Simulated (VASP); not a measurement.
# Ti (Fm-3m) in VASP: further runs

Ti is run at these levels: LDA; tasks: single point.

All numbers are computed with VASP 6.6.1; they aren't measurements. Logs are shortened: lines on timing, memory, paths and dates and some standing lists are left out, and cuts for length are marked.

## Step 1: The cell of the first run

It takes space group Fm-3m (No. 225, cubic). Conventional cell: a = 3.949 Å, b = 3.949 Å, c = 3.949 Å, α = 90.00°, β = 90.00°, γ = 90.00°. Within 3.7 Å of Ti (site symmetry m-3m) lie 12 Ti at 2.79 Å.

## Step 2: Single point, LDA

The input, INCAR:

```
ALGO = Normal
EDIFF = 1E-6
ENCUT = 520
ISIF = 2
ISMEAR = 0
LASPH = T
LCHARG = F
LREAL = F
LWAVE = F
NBANDS = 12
NELM = 60
PREC = Accurate
SIGMA = 0.1
```

The input, KPOINTS:

```
k-points
0
Gamma
  14 14 14
```

The input, POSCAR:

```
Ti
1.0
    0.0000000000      1.9743553172      1.9743553172
    1.9743553172      0.0000000000      1.9743553172
    1.9743553172      1.9743553172      0.0000000000
Ti
1
Direct
    0.0000000000      0.0000000000      0.0000000000
```

Potentials or basis: VASP PAW LDA potentials, release 64 (Ti_sv).

On the command line:

```
$ cat potpaw_LDA.64/Ti_sv/POTCAR > POTCAR
$ mpirun -np 1 vasp_std > vasp.out
```

OUTCAR:

```text
EDIFF = 1E-6
   ENCUT = 520
   ISIF = 2
   ISMEAR = 0
   LASPH = T
   LREAL = F
   NELM = 60
   PREC = Accurate

 ion  position               nearest neighbor table
   1  0.000  0.000  0.000-

  LATTYP: Found a face centered cubic cell.
 ALAT       =     3.9487106344

  Lattice vectors:

 A1 = (   0.0000000000,   1.9743553172,   1.9743553172)
 A2 = (   1.9743553172,   0.0000000000,   1.9743553172)
 A3 = (   1.9743553172,   1.9743553172,   0.0000000000)

Analysis of symmetry for initial positions (statically):
=====================================================================
 Subroutine PRICEL returns:
 Original cell was already a primitive cell.

 Routine SETGRP: Setting up the symmetry group for a
 face centered cubic supercell.

 Subroutine GETGRP returns: Found 48 space group operations
 (whereof 48 operations were pure point group operations)
 out of a pool of 48 trial point group operations.

The static configuration has the point symmetry O_h .

Analysis of symmetry for dynamics (positions and initial velocities):
=====================================================================
 Subroutine PRICEL returns:
 Original cell was already a primitive cell.

 Routine SETGRP: Setting up the symmetry group for a
 face centered cubic supercell.

 Subroutine GETGRP returns: Found 48 space group operations
 (whereof 48 operations were pure point group operations)
 out of a pool of 48 trial point group operations.

The dynamic configuration has the point symmetry O_h .

 Subroutine INISYM returns: Found 48 space group operations
 (whereof 48 operations are pure point group operations),
 and found     1 'primitive' translations

----------------------------------------------------------------------------------------

                                     Primitive cell

  volume of cell :      15.3924

  direct lattice vectors                    reciprocal lattice vectors
     0.000000000  1.974355317  1.974355317    -0.253247222  0.253247222  0.253247222
     1.974355317  0.000000000  1.974355317     0.253247222 -0.253247222  0.253247222
     1.974355317  1.974355317  0.000000000     0.253247222  0.253247222 -0.253247222

  length of vectors
     2.792160067  2.792160067  2.792160067     0.438637056  0.438637056  0.438637056

  position of ions in fractional coordinates (direct lattice)
     0.000000000  0.000000000  0.000000000

  ion indices of the primitive-cell ions
   primitive index   ion index
                 1           1
[... 74 lines left out ...]
   EDIFFG = 0.1E-04   stopping-criterion for IOM
   NSW    =      0    number of steps for IOM
   IBRION =     -1    ionic relax: 0-MD 1-quasi-New 2-CG
   NFREE  =      0    steps in history (QN), initial steepest desc. (CG)
   ISIF   =      2    stress and relaxation
   ISYM   =      2    0-nonsym 1-usesym 2-fastsym
   POTIM  = 0.5000    time-step for ionic-motion
   TEBEG  =    0.0;   TEEND  =   0.0 temperature during run
   PSTRESS=    0.0 pullay stress
   NELECT =      12.0000    total number of electrons
   NUPDOWN=      -1.0000    fix difference up-down
   EMIN   =  10.00;   EMAX   =-10.00  energy-range for DOS
   EFERMI =   0.00;   METHOD = LEGACY
   ISMEAR =     0;   SIGMA  =   0.10  broadening in eV -4-tet -1-fermi 0-gaus
   EFERMI_NEDOS =   21; number of points for ismear=-14 and -15
   IALGO  =     38    algorithm
   IMIX   =      4    mixing-type and parameters
     AMIX     =   0.40;   BMIX     =  1.00
     AMIX_MAG =   1.60;   BMIX_MAG =  1.00
  volume/ion in A,a.u.               =      15.39       103.87
  Fermi-wavevector in a.u.,A,eV,Ry     =   1.506722  2.847293 30.888118  2.270213
  Thomas-Fermi vector in A             =   2.617403
   LORBIT       =      0    0 simple, 1 ext, 2 COOP (PROOUT), +10 PAW based schemes
   GGA     = CA    functional components
   LHFCALC =     F    Hartree Fock is set to
   AEXX    =    0.0000 exact exchange contribution
   IVDW    =     0    specifies the selected vdW correction
   LEPSILON=     F    determine dielectric tensor
   LRPA    =     F    only Hartree local field effects (RPA)
 non-spin polarized calculation
 Gauss-broadening in eV      SIGMA  =   0.10
  energy-cutoff  :      520.00
  volume of cell :       15.39
 maximum number of plane-waves:       428
 NGX is ok and might be reduce to    24
   NGX = 11   NGY = 11   NGZ = 11

 number of electron      11.9999999 magnetization

 Free energy of the ion-electron system (eV)
  ---------------------------------------------------
  ext. energy  EPLUGINS =         0.00000000
  ---------------------------------------------------
  free energy    TOTEN  =        -8.49294168 eV

  energy without entropy =       -8.48440916  energy(sigma->0) =       -8.48867542

 E-fermi :   9.3194     XC(G=0): -12.3744

 val. band max:        9.3156674863   @ k =  -0.2143   0.0714   0.0000
 cond. band min:       9.3271378355   @ k =  -0.4286   0.2857   0.1429
 fundamental gap:      0.0114703493
 Fermi energy:         9.3194196842

 k-point     1 :       0.0000    0.0000    0.0000
  band No.  band energies     occupation
      1     -46.5139      2.00000
      2     -22.5653      2.00000
      3     -22.5653      2.00000
      4     -22.5653      2.00000
      5       3.0584      2.00000
      6      10.2357      0.00000
      7      10.2357      0.00000
      8      10.2357      0.00000
      9      12.1347      0.00000
     10      12.1347      0.00000
     11      25.3418      0.00000
     12      30.3464      0.00000
[... 331 lines left out ...]
 k-point    24 :       0.2857    0.1429    0.0000
  band No.  band energies     occupation
      1     -46.3905      2.00000
      2     -23.0762      2.00000
      3     -22.6976      2.00000
      4     -22.6879      2.00000
      5       5.3705      2.00000
      6       8.9339      2.00000
      7      10.3828      0.00000
      8      10.9858      0.00000
      9      11.8830      0.00000
     10      12.7299      0.00000
     11      24.3080      0.00000
     12      26.6049      0.00000

 [... further k-points ...]
[... 5 lines left out ...]
  --------------------------------------------------------------------------------------
  -------------------------------------------------------------------------------------
  Total        0.4795666      0.4795666      0.4795666      0.0000000     -0.0000000      0.0000000
  in kB       49.9175886     49.9175886     49.9175886      0.0000000     -0.0000000      0.0000000
  external PRESSURE =      49.9175886 kB  Pullay stress =       0.0000000 kB

 VOLUME and BASIS-vectors are now :
 -----------------------------------------------------------------------------
  energy-cutoff  :      520.00
  volume of cell :       15.39
      direct lattice vectors                 reciprocal lattice vectors
     0.000000000  1.974355317  1.974355317    -0.253247222  0.253247222  0.253247222
     1.974355317  0.000000000  1.974355317     0.253247222 -0.253247222  0.253247222
     1.974355317  1.974355317  0.000000000     0.253247222  0.253247222 -0.253247222

 POSITION                                       TOTAL-FORCE (eV/Angst)
 -----------------------------------------------------------------------------------
      0.00000      0.00000      0.00000         0.000000      0.000000      0.000000
 -----------------------------------------------------------------------------------
    total drift:                                0.000000      0.000000      0.000000

  FREE ENERGIE OF THE ION-ELECTRON SYSTEM (eV)
  ---------------------------------------------------
  free  energy   TOTEN  =        -8.4929416849 eV

  energy  without entropy=       -8.4844091613  energy(sigma->0) =       -8.48867542
```

Run time: 6 s. Hardware: 1 thread of Intel Xeon 6975P-C (Granite Rapids), shared host; peak memory 0.13 GiB.

What came out:

```
Free energy            : -8.4929 eV
Pressure               : 5.0 GPa
Band gap on the k mesh : zero (band 6 reaches 10.24 eV, above the bottom of band 7 at 8.82 eV)
```

Levels at points of the mesh, in eV from the Fermi level:
| k point | band 3 | band 4 | band 5 | band 6 | band 7 | band 8 | band 9 | band 10 |
| --- | --- | --- | --- | --- | --- | --- | --- | --- |
| (0.00, 0.00, 0.00) | -31.88 | -31.88 | -6.26 | 0.92 | 0.92 | 0.92 | 2.82 | 2.82 |
| (0.50, 0.00, 0.00) | -32.01 | -32.01 | -2.86 | 0.76 | 0.76 | 1.11 | 4.11 | 4.11 |
| (0.50, 0.50, 0.00) | -32.24 | -32.24 | -3.02 | -2.08 | 3.55 | 4.09 | 4.46 | 4.46 |

## Step 3: Single point, LDA

This run uses another cell than the first one, of 15.84 Å³/atom, 1.029 times its volume.

The input, INCAR:

```
SYSTEM = Ti
ALGO     = Normal         ! electronic algorithm
EDIFF    = 1E-7           ! SCF threshold, eV
ENCUT    = 520            ! plane-wave cutoff, eV
GGA      = CA             ! functional
ISIF     = 2              ! what is computed and relaxed
ISMEAR   = 0              ! smearing method
LASPH    = .TRUE.         ! aspherical terms in the spheres
LCHARG   = .TRUE.         ! write CHGCAR
LELF     = .TRUE.         ! ELF
LREAL    = .FALSE.        ! projectors in reciprocal space
LVHAR    = .TRUE.       
LWAVE    = .FALSE.        ! write WAVECAR
NBANDS   = 12             ! bands
NELM     = 60             ! most SCF steps
PREC     = Accurate       ! precision mode
SIGMA    = 0.1            ! smearing width, eV
```

The input, KPOINTS:

```
k-points
0
G
  14 14 14
  0 0 0
```

The input, POSCAR:

```
Ti
1.0
    0.0000000000      1.9932498176      1.9932498176
    1.9932498176      0.0000000000      1.9932498176
    1.9932498176      1.9932498176      0.0000000000
Ti
1
Direct
    0.0000000000      0.0000000000      0.0000000000
```

Potentials or basis: VASP PAW LDA potentials, release 64 (Ti_sv).

On the command line:

```
$ cat potpaw_LDA.64/Ti_sv/POTCAR > POTCAR
$ mpirun -np 1 vasp_std > vasp.out
```

OUTCAR:

```text
SYSTEM = Ti
   EDIFF = 1E-7
   ENCUT = 520
   GGA = CA
   ISIF = 2
   ISMEAR = 0
   LASPH = .TRUE.
   LREAL = .FALSE.
   NELM = 60
   PREC = Accurate

 ion  position               nearest neighbor table
   1  0.000  0.000  0.000-

  LATTYP: Found a face centered cubic cell.
 ALAT       =     3.9864996352

  Lattice vectors:

 A1 = (   0.0000000000,   1.9932498176,   1.9932498176)
 A2 = (   1.9932498176,   0.0000000000,   1.9932498176)
 A3 = (   1.9932498176,   1.9932498176,   0.0000000000)

Analysis of symmetry for initial positions (statically):
=====================================================================
 Subroutine PRICEL returns:
 Original cell was already a primitive cell.

 Routine SETGRP: Setting up the symmetry group for a
 face centered cubic supercell.

 Subroutine GETGRP returns: Found 48 space group operations
 (whereof 48 operations were pure point group operations)
 out of a pool of 48 trial point group operations.

The static configuration has the point symmetry O_h .

Analysis of symmetry for dynamics (positions and initial velocities):
=====================================================================
 Subroutine PRICEL returns:
 Original cell was already a primitive cell.

 Routine SETGRP: Setting up the symmetry group for a
 face centered cubic supercell.

 Subroutine GETGRP returns: Found 48 space group operations
 (whereof 48 operations were pure point group operations)
 out of a pool of 48 trial point group operations.

The dynamic configuration has the point symmetry O_h .

 Subroutine INISYM returns: Found 48 space group operations
 (whereof 48 operations are pure point group operations),
 and found     1 'primitive' translations

----------------------------------------------------------------------------------------

                                     Primitive cell

[... 109 lines left out ...]
  volume/ion in A,a.u.               =      15.84       106.88
  Fermi-wavevector in a.u.,A,eV,Ry     =   1.492440  2.820302 30.305301  2.227377
  Thomas-Fermi vector in A             =   2.604968
   LORBIT       =      0    0 simple, 1 ext, 2 COOP (PROOUT), +10 PAW based schemes
   GGA     = CA    functional components
   LHFCALC =     F    Hartree Fock is set to
   AEXX    =    0.0000 exact exchange contribution
   IVDW    =     0    specifies the selected vdW correction
   LEPSILON=     F    determine dielectric tensor
   LRPA    =     F    only Hartree local field effects (RPA)
 non-spin polarized calculation
 Gauss-broadening in eV      SIGMA  =   0.10
  energy-cutoff  :      520.00
  volume of cell :       15.84
 maximum number of plane-waves:       444
 NGX is ok and might be reduce to    24
   NGX = 11   NGY = 11   NGZ = 11

 number of electron      11.9999998 magnetization

 Free energy of the ion-electron system (eV)
  ---------------------------------------------------
  ext. energy  EPLUGINS =         0.00000000
  ---------------------------------------------------
  free energy    TOTEN  =        -8.50158057 eV

  energy without entropy =       -8.49269705  energy(sigma->0) =       -8.49713881

 E-fermi :   8.9898     XC(G=0): -12.2326

 val. band max:        8.9882873664   @ k =  -0.2857   0.2143   0.0000
 cond. band min:       8.9921135423   @ k =  -0.3571   0.3571   0.1429
 fundamental gap:      0.0038261759
 Fermi energy:         8.9898105868

 k-point     1 :       0.0000    0.0000    0.0000
  band No.  band energies     occupation
      1     -46.8813      2.00000
      2     -22.9815      2.00000
      3     -22.9815      2.00000
      4     -22.9815      2.00000
      5       2.7825      2.00000
      6       9.8927      0.00000
      7       9.8927      0.00000
      8       9.8927      0.00000
      9      11.7182      0.00000
     10      11.7182      0.00000
     11      24.8537      0.00000
     12      29.7099      0.00000
[... 331 lines left out ...]
 k-point    24 :       0.2857    0.1429    0.0000
  band No.  band energies     occupation
      1     -46.7710      2.00000
      2     -23.4483      2.00000
      3     -23.1029      2.00000
      4     -23.0939      2.00000
      5       5.0475      2.00000
      6       8.6350      2.00000
      7      10.0365      0.00000
      8      10.6143      0.00000
      9      11.4749      0.00000
     10      12.2915      0.00000
     11      23.6459      0.00000
     12      26.0022      0.00000

 [... further k-points ...]
[... 5 lines left out ...]
  --------------------------------------------------------------------------------------
  -------------------------------------------------------------------------------------
  Total        0.1198055      0.1198055      0.1198055      0.0000000     -0.0000000      0.0000000
  in kB       12.1191521     12.1191521     12.1191521      0.0000000     -0.0000000      0.0000000
  external PRESSURE =      12.1191521 kB  Pullay stress =       0.0000000 kB

 VOLUME and BASIS-vectors are now :
 -----------------------------------------------------------------------------
  energy-cutoff  :      520.00
  volume of cell :       15.84
      direct lattice vectors                 reciprocal lattice vectors
     0.000000000  1.993249818  1.993249818    -0.250846630  0.250846630  0.250846630
     1.993249818  0.000000000  1.993249818     0.250846630 -0.250846630  0.250846630
     1.993249818  1.993249818  0.000000000     0.250846630  0.250846630 -0.250846630

 POSITION                                       TOTAL-FORCE (eV/Angst)
 -----------------------------------------------------------------------------------
      0.00000      0.00000      0.00000        -0.000000     -0.000000     -0.000000
 -----------------------------------------------------------------------------------
    total drift:                                0.000000     -0.000000     -0.000000

  FREE ENERGIE OF THE ION-ELECTRON SYSTEM (eV)
  ---------------------------------------------------
  free  energy   TOTEN  =        -8.5015805722 eV

  energy  without entropy=       -8.4926970518  energy(sigma->0) =       -8.49713881
```

Run time: 6.7 s. Hardware: 1 thread of Intel Xeon 6975P-C (Granite Rapids), shared host; peak memory 0.13 GiB.

What came out:

| Quantity | Value |
| --- | --- |
| Free energy | -8.5016 eV |
| Pressure | 1.2 GPa |
| Band gap on the k mesh | zero (band 6 reaches 9.89 eV, above the bottom of band 7 at 8.52 eV) |

Levels at points of the mesh, in eV from the Fermi level:
```
           k point  band 2  band 3  band 4  band 5  band 6  band 7  band 8  band 9  band 10  band 11
(0.00, 0.00, 0.00)  -31.97  -31.97  -31.97   -6.21    0.90    0.90    0.90    2.73     2.73    15.86
(0.50, 0.00, 0.00)  -32.90  -32.09  -32.09   -2.79    0.75    0.75    1.01    3.98     3.98     9.20
(0.50, 0.50, 0.00)  -32.83  -32.29  -32.29   -2.91   -1.99    3.38    3.95    4.31     4.31    11.71
```
